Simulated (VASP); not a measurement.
Set up this calculation in VASP 6.6.1, as the native input.

| Item | Value |
| --- | --- |
| Task | density of states |
| Functional | PBE |
| Potentials or basis | VASP PAW PBE potentials, release 64 (Al) |
| Cutoff | 520 eV |
| k mesh | 18 × 18 × 4 |
| Occupations | gaussian, width 0.1 eV |
| Spin | no spin polarisation |
| Dipole correction | no |
| k mesh for the DOS | 27 × 27 × 6 |
| Occupations for the DOS | tetrahedron |
| Further INCAR settings | ALGO = Fast; EDIFF = 1e-07; NBANDS = 18 |

Al:

```
CELL_PARAMETERS angstrom
2.85663 0.00000 0.00000
-1.42831 2.47391 0.00000
0.00000 0.00000 14.12932
ATOMIC_POSITIONS crystal
Al 0.00000 0.00000 0.00000
Al 0.66667 0.33333 0.83329
Al 0.00000 0.00000 0.66662
Al 0.66667 0.33333 0.50000
Al 0.00000 0.00000 0.33338
Al 0.66667 0.33333 0.16671
```

These files were run (other wordings do the same):

POSCAR

```
Al
1.0
    2.8566274744     -0.0000000029      0.0000000000
   -1.4283137347      2.4739119634      0.0000000000
    0.0000000000      0.0000000000     14.1293201865
Al
6
Direct
    0.0000000000      0.0000000000      0.0000000000
    0.6666666667      0.3333333333      0.8332949733
    0.0000000000      0.0000000000      0.6666160135
    0.6666666667      0.3333333333      0.5000000000
    0.0000000000      0.0000000000      0.3333839865
    0.6666666667      0.3333333333      0.1667050267
```

INCAR.step1

```
PREC = Accurate
ENCUT = 520
EDIFF = 1E-7
ISMEAR = 0
SIGMA = 0.1
LREAL = F
LASPH = T
NELM = 80
ALGO = Fast
ISIF = 2
LWAVE = F
LCHARG = T
GGA = PE
NBANDS = 18
```

KPOINTS.step1

```
regular mesh
0
Gamma
  18 18 4
```

INCAR.step2

```
PREC = Accurate
ENCUT = 520
EDIFF = 1E-7
ISMEAR = -5
SIGMA = 0.1
LREAL = F
LASPH = T
NELM = 80
ALGO = Fast
ISIF = 2
LWAVE = F
LCHARG = F
GGA = PE
LORBIT = 10
NBANDS = 18
NEDOS = 1001
ICHARG = 11
```

KPOINTS.step2

```
regular mesh
0
Gamma
  27 27 6
```

Potentials or basis: VASP PAW PBE potentials, release 64 (Al).

Command:

```console
$ cat potpaw_PBE.64/Al/POTCAR > POTCAR
$ cp INCAR.step1 INCAR
$ cp KPOINTS.step1 KPOINTS
$ mpirun -np 1 vasp_std > vasp.out
$ cp INCAR.step2 INCAR
$ cp KPOINTS.step2 KPOINTS
$ mpirun -np 1 vasp_std > vasp.out
```

Results of the run:

```yaml
Valence_electrons_inside_the_program's_atomic_spheres: Al 0.77
```

Run time: 11 min on 1 thread of Intel(R) Xeon(R) Platinum 8175M CPU @ 2.50GHz (Skylake/Cascade Lake), on a shared host, peak memory 0.49 GiB.
